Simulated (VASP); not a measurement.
# Al (P6_3/mmc) in VASP: single point with r2SCAN

Aim: the single point of Al with r2SCAN.

All numbers are computed with VASP 6.6.1; they aren't measurements. Logs are shortened: lines on timing, memory, paths and dates and some standing lists are left out, and cuts for length are marked.

## (1) The cell of the first run

The structure is hexagonal, space group P6_3/mmc (No. 194). The conventional cell has a = 3.105 Å, b = 3.105 Å, c = 5.041 Å, α = 90.00°, β = 90.00°, γ = 120.00°. Al (site symmetry -6m2) has 12 Al at 3.09 to 3.10 Å within 4.1 Å.

This isn't the form of Al at room conditions, which is fcc.

## (2) Single point, r2SCAN

The input, POSCAR:

```
Al
1.0
    3.1049080000      0.0000000000      0.0000000000
    1.5524490000      2.6889300000      0.0000000000
    0.0000000000      0.0000000000      5.0408960000
Al
2
Direct
    0.6666600000      0.6666700000      0.2500000000
    0.3333300000      0.3333300000      0.7500000000
```

The input, INCAR.step1:

```
  PREC = Accurate
  ENCUT = 550
  ISMEAR = 1
  SIGMA = 0.0125
  LREAL = False
  LASPH = True
  NELM = 120
  NBANDS = 10
  GGA = PE
  ALGO = Normal
  EDIFF = 1E-5
  LWAVE = True
  LCHARG = False
  GGA_COMPAT = False
```

The input, INCAR.step2:

```
  PREC = Accurate
  ENCUT = 550
  EDIFF = 1E-6
  ISMEAR = 1
  SIGMA = 0.0125
  LREAL = False
  LASPH = True
  NELM = 120
  ALGO = Normal
  ISIF = 2
  LWAVE = False
  LCHARG = True
  METAGGA = R2SCAN
  LMIXTAU = True
  LELF = True
  LVHAR = True
  NBANDS = 10
  ISTART = 1
  GGA_COMPAT = False
```

The input, KPOINTS:

```
Automatic mesh
0
Gamma
  9 9 5
```

Potentials or basis: VASP PAW PBE potentials, release 64 (Al).

Run with:

```console
$ cat potpaw_PBE.64/Al/POTCAR > POTCAR
$ cp INCAR.step1 INCAR
$ mpirun -np 1 vasp_std > vasp.out
$ cp INCAR.step2 INCAR
$ mpirun -np 1 vasp_std > vasp.out
```

OUTCAR:

```text
PREC = Accurate
   ENCUT = 550
   EDIFF = 1E-6
   ISMEAR = 1
   LREAL = False
   LASPH = True
   NELM = 120
   ISIF = 2
   METAGGA = R2SCAN
   ISTART = 1

 ion  position               nearest neighbor table
   1  0.667  0.667  0.250-   2 3.09   2 3.09   2 3.09   2 3.09   2 3.09   2 3.09
   2  0.333  0.333  0.750-   1 3.09   1 3.09   1 3.09   1 3.09   1 3.09   1 3.09

  LATTYP: Found a hexagonal cell.
 ALAT       =     3.1049061890
 C/A-ratio  =     1.6235260240

  Lattice vectors:

 A1 = (  -1.5524490000,  -2.6889300000,   0.0000000000)
 A2 = (   3.1049080000,   0.0000000000,   0.0000000000)
 A3 = (   0.0000000000,   0.0000000000,   5.0408960000)

Analysis of symmetry for initial positions (statically):
=====================================================================
 Subroutine PRICEL returns:
 Original cell was already a primitive cell.

 Routine SETGRP: Setting up the symmetry group for a
 hexagonal supercell.

 Subroutine GETGRP returns: Found  8 space group operations
 (whereof  2 operations were pure point group operations)
 out of a pool of 24 trial point group operations.

The static configuration has the point symmetry C_2 .
 The point group associated with its full space group is D_2h.

Analysis of symmetry for dynamics (positions and initial velocities):
=====================================================================
 Subroutine PRICEL returns:
 Original cell was already a primitive cell.

 Routine SETGRP: Setting up the symmetry group for a
 hexagonal supercell.

 Subroutine GETGRP returns: Found  8 space group operations
 (whereof  2 operations were pure point group operations)
 out of a pool of 24 trial point group operations.

The dynamic configuration has the point symmetry C_2 .
 The point group associated with its full space group is D_2h.

 Subroutine INISYM returns: Found  8 space group operations
 (whereof  2 operations are pure point group operations),
 and found     1 'primitive' translations

----------------------------------------------------------------------------------------

                                     Primitive cell

  volume of cell :      42.0858

  direct lattice vectors                    reciprocal lattice vectors
     3.104908000  0.000000000  0.000000000     0.322070734 -0.185946971  0.000000000
     1.552449000  2.688930000  0.000000000     0.000000000  0.371895140  0.000000000
     0.000000000  0.000000000  5.040896000     0.000000000  0.000000000  0.198377431

  length of vectors
     3.104908000  3.104906189  5.040896000     0.371894924  0.371895140  0.198377431

  position of ions in fractional coordinates (direct lattice)
     0.666660000  0.666670000  0.250000000
     0.333330000  0.333330000  0.750000000

  ion indices of the primitive-cell ions
   primitive index   ion index
                 1           1
                 2           2

----------------------------------------------------------------------------------------

 KPOINTS: Automatic mesh

Automatic generation of k-mesh.
 Grid dimensions read from file:
 generate k-points for:    9    9    5

 Generating k-lattice:

  Cartesian coordinates                     Fractional coordinates (reciprocal lattice)
     0.035785637 -0.020660775  0.000000000     0.111111111 -0.000000000  0.000000000
     0.000000000  0.041321682  0.000000000     0.000000000  0.111111111  0.000000000
     0.000000000  0.000000000  0.039675486     0.000000000  0.000000000  0.200000000

  Length of vectors
     0.041321658  0.041321682  0.039675486

  Shift w.r.t. Gamma in fractional coordinates (k-lattice)
     0.000000000  0.000000000  0.000000000

 Subroutine IBZKPT returns following result:
 ===========================================

 Found     75 irreducible k-points:

 Following reciprocal coordinates:
            Coordinates               Weight
  0.000000  0.000000  0.000000      1.000000
  0.111111  0.000000  0.000000      4.000000
  0.000000  0.111111  0.000000      2.000000
  0.222222 -0.000000  0.000000      4.000000
  0.000000  0.222222  0.000000      2.000000
  0.333333 -0.000000  0.000000      4.000000
[... 16 lines left out ...]
  0.333333 -0.444444  0.000000      4.000000
 -0.222222  0.333333  0.000000      4.000000
 [... further k-points ...]
   k-points           NKPTS =     75   k-points in BZ     NKDIM =     75   number of bands    NBANDS=     10
   number of dos      NEDOS =    301   number of ions     NIONS =      2
   total plane-waves  NPLWV =  23040
   dimension x,y,z NGX =    24 NGY =   24 NGZ =   40
   dimension x,y,z NGXF=    48 NGYF=   48 NGZF=   80
   ions per type =               2
   NGX,Y,Z   is equivalent  to a cutoff of  12.85, 12.85, 13.19 a.u.
   NGXF,Y,Z  is equivalent  to a cutoff of  25.70, 25.70, 26.38 a.u.
 SYSTEM =  unknown system
   PREC   = accura    normal or accurate (medium, high low for compatibility)
   ISTART =      1    job   : 0-new  1-cont  2-samecut
   ICHARG =      0    charge: 1-file 2-atom 10-const
   ISPIN  =      1    spin polarized calculation?
   LNONCOLLINEAR =      F non collinear calculations
   LSORBIT =      F    spin-orbit coupling
   LASPH  =      T    aspherical Exc in radial PAW
   ENCUT  =  550.0 eV  40.42 Ry    6.36 a.u.   5.94  5.94  9.64*2*pi/ulx,y,z
   NELM   =    120;   NELMIN=  2; NELMDL=  0     # of ELM steps
   EDIFF  = 0.1E-05   stopping-criterion for ELM
   LREAL  =      F    real-space projection
   EDIFFG = 0.1E-04   stopping-criterion for IOM
   NSW    =      0    number of steps for IOM
   IBRION =     -1    ionic relax: 0-MD 1-quasi-New 2-CG
   NFREE  =      0    steps in history (QN), initial steepest desc. (CG)
   ISIF   =      2    stress and relaxation
   ISYM   =      2    0-nonsym 1-usesym 2-fastsym
   POTIM  = 0.5000    time-step for ionic-motion
   TEBEG  =    0.0;   TEEND  =   0.0 temperature during run
   PSTRESS=    0.0 pullay stress
   NELECT =       6.0000    total number of electrons
   NUPDOWN=      -1.0000    fix difference up-down
   EMIN   =  10.00;   EMAX   =-10.00  energy-range for DOS
   EFERMI =   0.00;   METHOD = LEGACY
   ISMEAR =     1;   SIGMA  =   0.01  broadening in eV -4-tet -1-fermi 0-gaus
   EFERMI_NEDOS =   21; number of points for ismear=-14 and -15
   IALGO  =     38    algorithm
   IMIX   =      4    mixing-type and parameters
     AMIX     =   0.40;   BMIX     =  1.00
     AMIX_MAG =   1.60;   BMIX_MAG =  1.00
  volume/ion in A,a.u.               =      21.04       142.00
  Fermi-wavevector in a.u.,A,eV,Ry     =   0.855224  1.616139  9.951413  0.731408
  Thomas-Fermi vector in A             =   1.971941
   LORBIT       =      0    0 simple, 1 ext, 2 COOP (PROOUT), +10 PAW based schemes
   METAGGA = R2SCAN    functional components
   LHFCALC =     F    Hartree Fock is set to
   AEXX    =    0.0000 exact exchange contribution
   IVDW    =     0    specifies the selected vdW correction
   LEPSILON=     F    determine dielectric tensor
   LRPA    =     F    only Hartree local field effects (RPA)
 non-spin polarized calculation
 Methfessel and Paxton  Order N= 1 SIGMA  =   0.01
  energy-cutoff  :      550.00
  volume of cell :       42.09
 maximum number of plane-waves:      1263
   NGX = 11   NGY = 11   NGZ = 19

 number of electron       6.0000000 magnetization

 Free energy of the ion-electron system (eV)
  ---------------------------------------------------
  ext. energy  EPLUGINS =         0.00000000
  ---------------------------------------------------
  free energy    TOTEN  =       -12.85559556 eV

  energy without entropy =      -12.85554689  energy(sigma->0) =      -12.85557933

 E-fermi :   5.7873     XC(G=0): -10.0343

 val. band max:        5.7217083638   @ k =   0.0000   0.4444   0.0000
 cond. band min:       5.7927261344   @ k =   0.2222   0.4444   0.2000
 fundamental gap:      0.0710177706
 Fermi energy:         5.7873315611

 k-point     1 :       0.0000    0.0000    0.0000
  band No.  band energies     occupation
      1      -4.5305      2.00000
      2       1.5139      2.00000
      3       1.7028      2.00000
      4      14.9632      0.00000
      5      14.9632      0.00000
      6      15.9004      0.00000
      7      15.9004      0.00000
      8      17.3959      0.00000
      9      18.1462      0.00000
     10      18.2258      0.00000

 k-point     2 :       0.1111    0.0000    0.0000
  band No.  band energies     occupation
      1      -4.2600      2.00000
      2       1.7805      2.00000
      3       1.9583      2.00000
      4      11.9561      0.00000
      5      13.4756      0.00000
      6      15.0673      0.00000
      7      17.0786      0.00000
      8      17.2656      0.00000
      9      17.6185      0.00000
     10      18.5616      0.00000

 k-point     3 :       0.0000    0.1111    0.0000
  band No.  band energies     occupation
      1      -4.2600      2.00000
      2       1.7805      2.00000
      3       1.9583      2.00000
      4      11.9561      0.00000
      5      13.4756      0.00000
      6      15.0673      0.00000
      7      17.0787      0.00000
      8      17.2655      0.00000
      9      17.6185      0.00000
     10      18.5617      0.00000

 k-point     4 :       0.2222   -0.0000    0.0000
  band No.  band energies     occupation
      1      -3.4513      2.00000
      2       2.5744      2.00000
      3       2.7234      2.00000
      4       8.3039      0.00000
      5      12.0641      0.00000
      6      13.6146      0.00000
      7      13.9262      0.00000
      8      14.1237      0.00000
      9      16.8858      0.00000
     10      18.2720      0.00000

 k-point     5 :       0.0000    0.2222    0.0000
  band No.  band energies     occupation
      1      -3.4513      2.00000
      2       2.5744      2.00000
      3       2.7234      2.00000
      4       8.3039      0.00000
      5      12.0640      0.00000
      6      13.6146      0.00000
      7      13.9262      0.00000
      8      14.1237      0.00000
      9      16.8858      0.00000
     10      18.2720      0.00000

 k-point     6 :       0.3333   -0.0000    0.0000
  band No.  band energies     occupation
      1      -2.1124      2.00000
      2       3.8456      2.00000
      3       3.9904      2.00000
      4       5.0470      2.00000
      5      10.7180      0.00000
      6      10.9566      0.00000
      7      11.1137      0.00000
      8      12.7755      0.00000
      9      16.0369      0.00000
     10      17.2725      0.00000
[... 183 lines left out ...]
 k-point    21 :       0.2222    0.4444    0.0000
  band No.  band energies     occupation
      1      -1.3141      2.00000
      2       4.5711      2.00000
      3       4.7460      2.00000
      4       5.7005      2.00000
      5       5.9469     -0.00000
      6      11.0541      0.00000
      7      11.3058      0.00000
      8      11.6957      0.00000
      9      12.6790      0.00000
     10      18.8663      0.00000

 k-point    22 :      -0.4444    0.2222    0.0000
  band No.  band energies     occupation
      1       0.5256      2.00000
      2       2.8983      2.00000
      3       5.2234      2.00000
      4       6.4426      0.00000
      5       6.5361      0.00000
      6       8.8207      0.00000
      7       8.8677      0.00000
      8      11.0454      0.00000
      9      11.6566      0.00000
     10      18.7379      0.00000

 k-point    23 :       0.3333   -0.4444    0.0000
  band No.  band energies     occupation
      1       0.5256      2.00000
      2       2.8983      2.00000
      3       5.2234      2.00000
      4       6.4427      0.00000
      5       6.5361      0.00000
      6       8.8208      0.00000
      7       8.8677      0.00000
      8      11.0453      0.00000
      9      11.6565      0.00000
     10      18.7379      0.00000

 k-point    24 :      -0.2222    0.3333    0.0000
  band No.  band energies     occupation
      1       0.5256      2.00000
      2       2.8983      2.00000
      3       5.2234      2.00000
      4       6.4426      0.00000
      5       6.5361      0.00000
      6       8.8208      0.00000
      7       8.8677      0.00000
      8      11.0453      0.00000
      9      11.6566      0.00000
     10      18.7379      0.00000

 [... further k-points ...]

------------------------ aborting loop because EDIFF is reached ----------------------------------------

  FORCE on cell =-STRESS in cart. coord.  units (eV):
  Direction    XX          YY          ZZ          XY          YZ          ZX
  --------------------------------------------------------------------------------------
  -------------------------------------------------------------------------------------
  Total       -3.4983920     -3.4984071     -2.9586452      0.0000065      0.0000000      0.0000000
  in kB     -133.1812502   -133.1818255   -112.6334793      0.0002476      0.0000000      0.0000000
  external PRESSURE =    -126.3321850 kB  Pullay stress =       0.0000000 kB

 VOLUME and BASIS-vectors are now :
 -----------------------------------------------------------------------------
  energy-cutoff  :      550.00
  volume of cell :       42.09
      direct lattice vectors                 reciprocal lattice vectors
     3.104908000  0.000000000  0.000000000     0.322070734 -0.185946971  0.000000000
     1.552449000  2.688930000  0.000000000     0.000000000  0.371895140  0.000000000
     0.000000000  0.000000000  5.040896000     0.000000000  0.000000000  0.198377431

 POSITION                                       TOTAL-FORCE (eV/Angst)
 -----------------------------------------------------------------------------------
      3.10489      1.79263      1.26022         0.000000     -0.000002      0.000000
      1.55244      0.89630      3.78067        -0.000000      0.000002      0.000000
 -----------------------------------------------------------------------------------
    total drift:                               -0.000000      0.000000     -0.000000

  FREE ENERGIE OF THE ION-ELECTRON SYSTEM (eV)
  ---------------------------------------------------
  free  energy   TOTEN  =       -12.8555955559 eV

  energy  without entropy=      -12.8555468875  energy(sigma->0) =      -12.85557933
```

It took 67 s on 1 thread of Intel Xeon Platinum 8259CL at 2.50GHz (Skylake/Cascade Lake), shared host; peak memory 0.17 GiB.

Results:

```yaml
Free_energy: -12.8556 eV
Pressure: -12.6 GPa
Band_gap_on_the_k_mesh: zero (bands 3 and 4 overlap by 4.78 eV)
```

Stress tensor (GPa, compression positive):
```
-13.32   0.00   0.00
  0.00 -13.32   0.00
  0.00   0.00 -11.26
```

Caveat: the cell stands under tension; the PAW data sets were made with another functional, which shifts forces and pressure a little.
